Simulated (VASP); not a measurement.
Crystal: In.

```
CELL_PARAMETERS angstrom
3.94338 0.00000 0.00000
-1.97169 3.41507 0.00000
0.00000 0.00000 6.21627
ATOMIC_POSITIONS crystal
In 0.66667 0.33333 0.72496
In 0.66667 0.33333 0.27504
In 0.00000 0.00000 0.00000
```

The cell was generated, and may not be a known phase.

```yaml
Program: VASP 6.6.1
Task: relaxation of cell and atoms
Functional: PBE
Potentials_or_basis: VASP PAW PBE potentials, release 64 (In_d)
Cutoff: 600 eV
k_mesh: 6 × 6 × 4
Occupations: gaussian, width 0.1 eV
Spin: no spin polarisation
```

At the start: pressure 7.0 GPa; volume 27.90 Å³/atom.

Where does the relaxation end?

Over 12 steps the energy falls by 184.1 meV/atom and the volume is 30.97 Å³/atom (+11.0 %); space group P-6m2 (No. 187, to 0.1 Å) before and after.

The path:
| step | energy change (eV) | largest force (eV/Å) | pressure (GPa) | volume (Å³) |
| --- | --- | --- | --- | --- |
| 1 | 0.0000 | 0.7600 | 6.97 | 83.71 |
| 2 | -0.3618 | 0.2195 | 0.00 | 99.26 |
| 3 | -0.3642 | 0.1202 | -0.90 | 102.81 |
| 4 | -0.3659 | 0.1550 | -0.59 | 101.51 |
| 5 | -0.4286 | 0.2073 | -0.97 | 101.24 |
| 6 | -0.4942 | 0.2668 | -1.47 | 99.76 |
| 7 | -0.4956 | 0.2563 | -1.45 | 100.09 |
| 8 | -0.5365 | 0.2864 | -0.03 | 93.35 |
| 9 | -0.5371 | 0.2938 | 0.20 | 92.46 |
| 10 | -0.5497 | 0.1219 | 0.17 | 92.22 |
| 11 | -0.5512 | 0.0274 | 0.19 | 92.10 |
| 12 | -0.5523 | 0.0145 | -0.11 | 92.92 |

Final structure:
```
In
1.0
     3.82107    0.00000    0.00000
    -1.91054    3.30914    0.00000
     0.00000    0.00000    7.34835
In
3
Cartesian
  1.9105 1.1030 5.1609
  1.9105 1.1030 2.1874
  0.0000 0.0000 7.3484
```

Caveat: a cell axis changed by over 15 % at a fixed basis, so the end point is rough.
